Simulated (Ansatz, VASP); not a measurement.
# Ga: VASP beside Ansatz

INCAR

```
AGGAC = 1.0
AGGAX = 1.0
ALDAC = 0.0
ALDAX = 1.0
ALGO = Normal
EDIFF = 1E-6
ENCUT = 520
GGA = B5
ISIF = 2
ISMEAR = -1
LASPH = True
LCHARG = True
LELF = True
LREAL = False
LVHAR = True
LWAVE = False
NBANDS = 12
NELM = 80
PREC = Accurate
SIGMA = 0.1
```

The input KPOINTS:

```
k-points
0
Gamma
  14 14 14
```

The input POSCAR:

```
Ga
1.0
   -1.8310000317      1.8310000317      1.8310000317
    1.8310000317     -1.8310000317      1.8310000317
    1.8310000317      1.8310000317     -1.8310000317
Ga
1
Direct
    0.0000000000      0.0000000000      0.0000000000
```

Input for Ansatz:

```yaml
crystal:
  lattice:
    - [-1.8310000317, 1.8310000317, 1.8310000317]
    - [1.8310000317, -1.8310000317, 1.8310000317]
    - [1.8310000317, 1.8310000317, -1.8310000317]
  atoms:
    - { symbol: Ga, position: [0.0, 0.0, 0.0] }
hamiltonian:
  xc: blyp
  pseudopotentials:
    kind: paw
    azcp:
      Ga: "pseudopotentials/Ga.paw.azcp"
basis:
  ecutwfc: 420
  fft_grid_basis: typed
kpoints:
  mp_grid: { grid: [14, 14, 14], shift: [0, 0, 0] }
magnetization:
  spin_polarized: false
scf:
  occupations: { method: fermi_dirac, width: 0.1 }
  lower_state_search: "off"
output:
  stress: true
```

Alike in both runs: task single point; functional BLYP; k mesh 14 × 14 × 14; occupations fermi-dirac, width 0.1 eV; no spin polarisation.

|  | VASP | Ansatz |
| --- | --- | --- |
| version | VASP 6.6.1 | Ansatz 0.2.0 |
| potentials or method | VASP PAW PBE potentials, release 64 (Ga_d), cutoff 520 eV | plane waves (420 eV) with PAW, scalar-relativistic |
| valence electrons in the cell | 13 | 13 |

|  | VASP | Ansatz | Ansatz less VASP |
| --- | --- | --- | --- |
| pressure (GPa) | -2.5 | -2.5 | +0.08 |

VASP's potentials were made for PBE, not for BLYP. The functional is the same, so the differences come from potentials, cutoffs and numerics.
